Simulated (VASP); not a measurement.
Wanted: the native input for a VASP 6.6.1 run.

```yaml
Task: relaxation of cell and atoms
Functional: PBE
Potentials_or_basis: VASP PAW PBE potentials, release 64 (Mg, O)
Cutoff: 600 eV
k_mesh: 4 × 4 × 4
Occupations: gaussian, width 0.1 eV
Spin: no spin polarisation
Dipole_correction: no
Further_INCAR_settings: ALGO = Normal; EDIFF = 1e-07; IBRION = 2; EDIFFG = -0.04; NSW = 90; ISIF = 3
```

The structure of Mg4O lies in POSCAR:

```
Mg4O
1.0
    4.2254869500      0.0000000000      0.0000000000
    0.0000000000      4.2254869500      0.0000000000
    0.0000000000      0.0000000000      4.2254869500
Mg O
4 1
Direct
    0.5000000000      0.0000000000      0.0000000000
    0.0000000000      0.5000000000      0.0000000000
    0.0000000000      0.0000000000      0.5000000000
    0.5000000000      0.5000000000      0.5000000000
    0.0000000000      0.0000000000      0.0000000000
```

The cell was built from a structure type or drawn by symmetry, and may not be a known phase.

These files were run (other wordings do the same):

INCAR

```
  ALGO = Normal
  EDIFF = 1E-7
  EDIFFG = -0.04
  ENCUT = 600
  GGA = PE
  IBRION = 2
  ISIF = 3
  ISMEAR = 0
  LASPH = T
  LCHARG = F
  LREAL = F
  LWAVE = F
  NELM = 80
  NSW = 90
  PREC = Accurate
  SIGMA = 0.1
```

KPOINTS

```
k-points
0
Gamma
  4 4 4
```

Potentials or basis: VASP PAW PBE potentials, release 64 (Mg, O).

Command:

```bash
$ cat potpaw_PBE.64/Mg/POTCAR potpaw_PBE.64/O/POTCAR > POTCAR
$ mpirun -np 1 vasp_std > vasp.out
```

Results of the run:

```json
{
 "Relaxed volume": "17.30 Å³/atom",
 "Relaxed cell": "a = 4.422 Å, b = 4.422 Å, c = 4.422 Å, α = 90.00°, β = 90.00°, γ = 90.00°",
 "Space group after relaxing (to 0.1 Å)": "Pm-3m (No. 221)",
 "Energy gained by relaxing": "61.7 meV/atom",
 "Ionic steps": "2",
 "Pressure after relaxing": "-0.2 GPa",
 "Band gap on the k mesh": "zero (bands 7 and 8 overlap by 2.65 eV)"
}
```

Caveat: the k points lie up to 0.36 Å⁻¹ apart in the final cell, too coarse for converged energies and pressures of a metal.

It took 42 s on 1 thread of Intel Xeon 8259CL, with other jobs on the host, peak memory 0.21 GiB.
